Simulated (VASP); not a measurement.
# Mg (P6_3/mmc) in VASP: single point with PBE

Aim: the single point of Mg with PBE.

Everything below comes from runs of VASP 6.6.1. Logs are shortened: lines on timing, memory, paths and dates and some standing lists are left out, and cuts for length are marked.

## (1) The cell of the first run

The structure is hexagonal, space group P6_3/mmc (No. 194). Conventional cell: a = 3.172 Å, b = 3.172 Å, c = 5.141 Å, α = 90.00°, β = 90.00°, γ = 120.00°. Within 4.2 Å of Mg (site symmetry -6m2) lie 12 Mg at 3.16 to 3.17 Å.

## (2) Single point, PBE

INCAR

```
PREC     = Accurate       # precision mode
ENCUT    = 600            # plane-wave cutoff, eV
EDIFF    = 1E-6           # SCF threshold, eV
ISMEAR   = 0              # smearing method
SIGMA    = 0.1            # smearing width, eV
LREAL    = False          # projectors in reciprocal space
LASPH    = True           # aspherical terms in the spheres
NELM     = 120            # most SCF steps
ALGO     = Normal         # electronic algorithm
ISIF     = 2              # what is computed and relaxed
LWAVE    = False          # write WAVECAR
LCHARG   = True           # write CHGCAR
GGA      = PE             # functional
LELF     = True           # ELF
LVHAR    = True         
NBANDS   = 9              # bands
GGA_COMPAT= False
```

KPOINTS

```
regular mesh
0
Gamma
  6 6 4
```

POSCAR

```
Mg
1.0
    3.1720232863      0.0000000000      0.0000000000
   -1.5860116431      2.7470527473      0.0000000000
    0.0000000000      0.0000000000      5.1412049000
Mg
2
Direct
    0.3333333300      0.6666666700      0.2500000000
    0.6666666700      0.3333333300      0.7500000000
```

Potentials or basis: VASP PAW PBE potentials, release 64 (Mg).

Started as:

```console
> cat potpaw_PBE.64/Mg/POTCAR > POTCAR
> mpirun -np 1 vasp_std > vasp.out
```

OUTCAR:

```text
PREC = Accurate
   ENCUT = 600
   EDIFF = 1E-6
   ISMEAR = 0
   LREAL = False
   LASPH = True
   NELM = 120
   ISIF = 2
   GGA = PE

 ion  position               nearest neighbor table
   1  0.333  0.667  0.250-   2 3.16   2 3.16   2 3.16   2 3.16   2 3.16   2 3.16
   2  0.667  0.333  0.750-   1 3.16   1 3.16   1 3.16   1 3.16   1 3.16   1 3.16

  LATTYP: Found a hexagonal cell.
 ALAT       =     3.1720232863
 C/A-ratio  =     1.6207967080

  Lattice vectors:

 A1 = (   3.1720232863,   0.0000000000,   0.0000000000)
 A2 = (  -1.5860116431,   2.7470527473,   0.0000000000)
 A3 = (   0.0000000000,   0.0000000000,   5.1412049000)

Analysis of symmetry for initial positions (statically):
=====================================================================
 Subroutine PRICEL returns:
 Original cell was already a primitive cell.

 Routine SETGRP: Setting up the symmetry group for a
 hexagonal supercell.

 Subroutine GETGRP returns: Found 24 space group operations
 (whereof 12 operations were pure point group operations)
 out of a pool of 24 trial point group operations.

The static configuration has the point symmetry D_3d.
 The point group associated with its full space group is D_6h.

Analysis of symmetry for dynamics (positions and initial velocities):
=====================================================================
 Subroutine PRICEL returns:
 Original cell was already a primitive cell.

 Routine SETGRP: Setting up the symmetry group for a
 hexagonal supercell.

 Subroutine GETGRP returns: Found 24 space group operations
 (whereof 12 operations were pure point group operations)
 out of a pool of 24 trial point group operations.

The dynamic configuration has the point symmetry D_3d.
 The point group associated with its full space group is D_6h.

 Subroutine INISYM returns: Found 24 space group operations
 (whereof 12 operations are pure point group operations),
 and found     1 'primitive' translations

----------------------------------------------------------------------------------------

                                     Primitive cell

  volume of cell :      44.7990

  direct lattice vectors                    reciprocal lattice vectors
     3.172023286  0.000000000  0.000000000     0.315256198  0.182013251  0.000000000
    -1.586011643  2.747052747  0.000000000     0.000000000  0.364026501  0.000000000
     0.000000000  0.000000000  5.141204900     0.000000000  0.000000000  0.194506934

  length of vectors
     3.172023286  3.172023286  5.141204900     0.364026501  0.364026501  0.194506934

  position of ions in fractional coordinates (direct lattice)
     0.333333330  0.666666670  0.250000000
     0.666666670  0.333333330  0.750000000

  ion indices of the primitive-cell ions
   primitive index   ion index
                 1           1
                 2           2

----------------------------------------------------------------------------------------

 KPOINTS: regular mesh

Automatic generation of k-mesh.
 Grid dimensions read from file:
 generate k-points for:    6    6    4

 Generating k-lattice:

  Cartesian coordinates                     Fractional coordinates (reciprocal lattice)
     0.052542700  0.030335542  0.000000000     0.166666667  0.000000000  0.000000000
     0.000000000  0.060671084  0.000000000     0.000000000  0.166666667  0.000000000
     0.000000000  0.000000000  0.048626733     0.000000000  0.000000000  0.250000000

  Length of vectors
     0.060671084  0.060671084  0.048626733

  Shift w.r.t. Gamma in fractional coordinates (k-lattice)
     0.000000000  0.000000000  0.000000000

 Subroutine IBZKPT returns following result:
 ===========================================

 Found     21 irreducible k-points:

 Following reciprocal coordinates:
            Coordinates               Weight
  0.000000  0.000000  0.000000      1.000000
  0.166667  0.000000  0.000000      6.000000
  0.333333 -0.000000  0.000000      6.000000
  0.500000 -0.000000  0.000000      3.000000
  0.166667  0.166667  0.000000      6.000000
  0.333333  0.166667  0.000000     12.000000
[... 13 lines left out ...]
  0.333333  0.166667  0.500000     12.000000
  0.333333  0.333333  0.500000      2.000000
   k-points           NKPTS =     21   k-points in BZ     NKDIM =     21   number of bands    NBANDS=      9
   number of dos      NEDOS =    301   number of ions     NIONS =      2
   total plane-waves  NPLWV =  32928
   dimension x,y,z NGX =    28 NGY =   28 NGZ =   42
   dimension x,y,z NGXF=    56 NGYF=   56 NGZF=   84
   ions per type =               2
   NGX,Y,Z   is equivalent  to a cutoff of  14.67, 14.67, 13.58 a.u.
   NGXF,Y,Z  is equivalent  to a cutoff of  29.35, 29.35, 27.16 a.u.
 SYSTEM =  unknown system
   PREC   = accura    normal or accurate (medium, high low for compatibility)
   ISTART =      0    job   : 0-new  1-cont  2-samecut
   ICHARG =      2    charge: 1-file 2-atom 10-const
   ISPIN  =      1    spin polarized calculation?
   LNONCOLLINEAR =      F non collinear calculations
   LSORBIT =      F    spin-orbit coupling
   LASPH  =      T    aspherical Exc in radial PAW
   ENCUT  =  600.0 eV  44.10 Ry    6.64 a.u.   6.34  6.34 10.27*2*pi/ulx,y,z
   NELM   =    120;   NELMIN=  2; NELMDL= -5     # of ELM steps
   EDIFF  = 0.1E-05   stopping-criterion for ELM
   LREAL  =      F    real-space projection
   EDIFFG = 0.1E-04   stopping-criterion for IOM
   NSW    =      0    number of steps for IOM
   IBRION =     -1    ionic relax: 0-MD 1-quasi-New 2-CG
   NFREE  =      0    steps in history (QN), initial steepest desc. (CG)
   ISIF   =      2    stress and relaxation
   ISYM   =      2    0-nonsym 1-usesym 2-fastsym
   POTIM  = 0.5000    time-step for ionic-motion
   TEBEG  =    0.0;   TEEND  =   0.0 temperature during run
   PSTRESS=    0.0 pullay stress
   NELECT =       4.0000    total number of electrons
   NUPDOWN=      -1.0000    fix difference up-down
   EMIN   =  10.00;   EMAX   =-10.00  energy-range for DOS
   EFERMI =   0.00;   METHOD = LEGACY
   ISMEAR =     0;   SIGMA  =   0.10  broadening in eV -4-tet -1-fermi 0-gaus
   EFERMI_NEDOS =   21; number of points for ismear=-14 and -15
   IALGO  =     38    algorithm
   IMIX   =      4    mixing-type and parameters
     AMIX     =   0.40;   BMIX     =  1.00
     AMIX_MAG =   1.60;   BMIX_MAG =  1.00
  volume/ion in A,a.u.               =      22.40       151.16
  Fermi-wavevector in a.u.,A,eV,Ry     =   0.731710  1.382731  7.284544  0.535399
  Thomas-Fermi vector in A             =   1.823993
   LORBIT       =      0    0 simple, 1 ext, 2 COOP (PROOUT), +10 PAW based schemes
   GGA     = PE    functional components
   LHFCALC =     F    Hartree Fock is set to
   AEXX    =    0.0000 exact exchange contribution
   IVDW    =     0    specifies the selected vdW correction
   LEPSILON=     F    determine dielectric tensor
   LRPA    =     F    only Hartree local field effects (RPA)
 non-spin polarized calculation
 Gauss-broadening in eV      SIGMA  =   0.10
  energy-cutoff  :      600.00
  volume of cell :       44.80
 maximum number of plane-waves:      1520
 NGX is ok and might be reduce to    28
   NGX = 13   NGY = 13   NGZ = 21

 number of electron       4.0000000 magnetization

 Free energy of the ion-electron system (eV)
  ---------------------------------------------------
  ext. energy  EPLUGINS =         0.00000000
  ---------------------------------------------------
  free energy    TOTEN  =        -2.94775799 eV

  energy without entropy =       -2.94066254  energy(sigma->0) =       -2.94421027

 E-fermi :   2.6060     XC(G=0):  -8.5676

 val. band max:        2.5675258385   @ k =   0.1667   0.1667   0.0000
 cond. band min:       2.6217896415   @ k =   0.3333   0.1667   0.0000
 fundamental gap:      0.0542638030
 Fermi energy:         2.6060281884

 k-point     1 :       0.0000    0.0000    0.0000
  band No.  band energies     occupation
      1      -4.2753      2.00000
      2       1.0473      2.00000
      3       1.5387      2.00000
      4      13.8270      0.00000
      5      13.8270      0.00000
      6      13.9875      0.00000
      7      13.9875      0.00000
      8      14.7454      0.00000
      9      16.3972      0.00000

 k-point     2 :       0.1667    0.0000    0.0000
  band No.  band energies     occupation
      1      -3.7213      2.00000
      2       1.5535      2.00000
      3       2.0714      2.00000
      4       8.9850      0.00000
      5      11.5971      0.00000
      6      12.1943      0.00000
      7      13.7636      0.00000
      8      14.7686      0.00000
      9      16.2080      0.00000

 k-point     3 :       0.3333   -0.0000    0.0000
  band No.  band energies     occupation
      1      -2.0788      2.00000
      2       3.0751      0.00000
      3       3.3587      0.00000
      4       4.7104      0.00000
      5       9.2131      0.00000
      6       9.3869      0.00000
      7      10.2123      0.00000
      8      12.0453      0.00000
      9      14.6426      0.00000

 k-point     4 :       0.5000   -0.0000    0.0000
  band No.  band energies     occupation
      1       0.5734      2.00000
      2       0.6036      2.00000
      3       5.4630      0.00000
      4       5.7968      0.00000
      5       6.1256      0.00000
      6       6.5267      0.00000
      7       9.7522      0.00000
      8      11.2171      0.00000
      9      14.1115      0.00000
[... 169 lines left out ...]
 k-point    19 :       0.1667    0.1667    0.5000
  band No.  band energies     occupation
      1      -1.2310      2.00000
      2      -1.2310      2.00000
      3       7.7509      0.00000
      4       7.7509      0.00000
      5       8.2215      0.00000
      6       8.2215      0.00000
      7      10.2009      0.00000
      8      10.2009      0.00000
      9      17.1136      0.00000

 k-point    20 :       0.3333    0.1667    0.5000
  band No.  band energies     occupation
      1       0.8794      2.00000
      2       0.8794      2.00000
      3       4.0705      0.00000
      4       4.0705      0.00000
      5       7.2391      0.00000
      6       7.2391      0.00000
      7      11.7675      0.00000
      8      11.7675      0.00000
      9      14.5258      0.00000

 k-point    21 :       0.3333    0.3333    0.5000
  band No.  band energies     occupation
      1       2.9523      0.00000
      2       2.9523      0.00000
      3       3.4235      0.00000
      4       3.4235      0.00000
      5       4.3732      0.00000
      6       4.3732      0.00000
      7      13.9013      0.00000
      8      13.9014      0.00000
      9      14.0401      0.00000

------------------------ aborting loop because EDIFF is reached ----------------------------------------

  FORCE on cell =-STRESS in cart. coord.  units (eV):
  Direction    XX          YY          ZZ          XY          YZ          ZX
  --------------------------------------------------------------------------------------
  -------------------------------------------------------------------------------------
  Total        0.2087814      0.2087814      0.2959336      0.0000000     -0.0000000     -0.0000000
  in kB        7.4667934      7.4667934     10.5836781      0.0000000     -0.0000000     -0.0000000
  external PRESSURE =       8.5057550 kB  Pullay stress =       0.0000000 kB

 VOLUME and BASIS-vectors are now :
 -----------------------------------------------------------------------------
  energy-cutoff  :      600.00
  volume of cell :       44.80
      direct lattice vectors                 reciprocal lattice vectors
     3.172023286  0.000000000  0.000000000     0.315256198  0.182013251  0.000000000
    -1.586011643  2.747052747  0.000000000     0.000000000  0.364026501  0.000000000
     0.000000000  0.000000000  5.141204900     0.000000000  0.000000000  0.194506934

 POSITION                                       TOTAL-FORCE (eV/Angst)
 -----------------------------------------------------------------------------------
     -0.00000      1.83137      1.28530         0.000000      0.000000      0.000000
      1.58601      0.91568      3.85590        -0.000000     -0.000000      0.000000
 -----------------------------------------------------------------------------------
    total drift:                                0.000000     -0.000000      0.000000

  FREE ENERGIE OF THE ION-ELECTRON SYSTEM (eV)
  ---------------------------------------------------
  free  energy   TOTEN  =        -2.9477579942 eV

  energy  without entropy=       -2.9406625449  energy(sigma->0) =       -2.94421027
```

It took 21 s on 1 thread of Intel Xeon 8259CL, shared host; peak memory 0.14 GiB.

Results:

```
Free energy            : -2.9478 eV
Pressure               : 0.9 GPa
Band gap on the k mesh : zero (bands 2 and 3 overlap by 1.54 eV)
```

Caveat: the k points lie up to 0.38 Å⁻¹ apart, too coarse for converged energies and pressures of a metal.

The gap in the log of VASP goes by the Fermi energy; the results here count the filled bands.